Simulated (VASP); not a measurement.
Runs of VASP 6.6.1 on Na. The structure is that of space group P6_3/mmc (No. 194), or close to it. The cells are those of the table. This isn't the form of Na at room conditions, which is bcc.

```csv
task,level,potentials or basis,cell,cutoff (eV),gap on the mesh (eV),pressure (GPa)
relaxation of cell and atoms,PBEsol,"VASP PAW PBE potentials, release 64 (Na_pv)","relaxed to 30 GPa from a = 3.700, b = 3.700, c = 12.537 Å, angles 90.0, 90.0, 120.0°, 4 atoms",600,none,30.0
single point,LDA,"VASP PAW LDA potentials, release 64 (Na_pv)","a = 3.749, b = 3.749, c = 12.702 Å, angles 90.0, 90.0, 120.0°, 4 atoms",520,none,-1.0
single point,LDA,"VASP PAW LDA potentials, release 64 (Na_pv)","a = 3.700, b = 3.700, c = 12.537 Å, angles 90.0, 90.0, 120.0°, 4 atoms",520,none,-0.8
relaxation of cell and atoms,PBEsol,"VASP PAW PBE potentials, release 64 (Na_pv)","relaxed to 20 GPa from a = 3.700, b = 3.700, c = 12.537 Å, angles 90.0, 90.0, 120.0°, 4 atoms",600,none,20.0
relaxation of cell and atoms,PBEsol,"VASP PAW PBE potentials, release 64 (Na_pv)","relaxed from a = 3.700, b = 3.700, c = 12.537 Å, angles 90.0, 90.0, 120.0°, 4 atoms",600,none,0.0
relaxation of cell and atoms,PBEsol,"VASP PAW PBE potentials, release 64 (Na_pv)","relaxed to 5 GPa from a = 3.700, b = 3.700, c = 12.537 Å, angles 90.0, 90.0, 120.0°, 4 atoms",600,none,5.0
single point,LDA,"VASP PAW LDA potentials, release 64 (Na_pv)","a = 3.625, b = 3.625, c = 12.281 Å, angles 90.0, 90.0, 120.0°, 4 atoms",520,none,(a)
single point,LDA,"VASP PAW LDA potentials, release 64 (Na_pv)","a = 3.676, b = 3.676, c = 12.453 Å, angles 90.0, 90.0, 120.0°, 4 atoms",520,none,-0.7
```

Alike in all rows: no spin polarisation; k mesh 8 × 8 × 3; smearing fermi-dirac 0.05 eV.

Fill in the values left out.

(a) -0.4.

Caveats: the PAW data sets were made with another functional, which shifts forces and pressure a little (at least some runs); the cell is relaxed towards a set pressure, so the run minimises the enthalpy, not the energy (at least some runs).

A gap of «none» marks levels without a gap at the run's occupations.
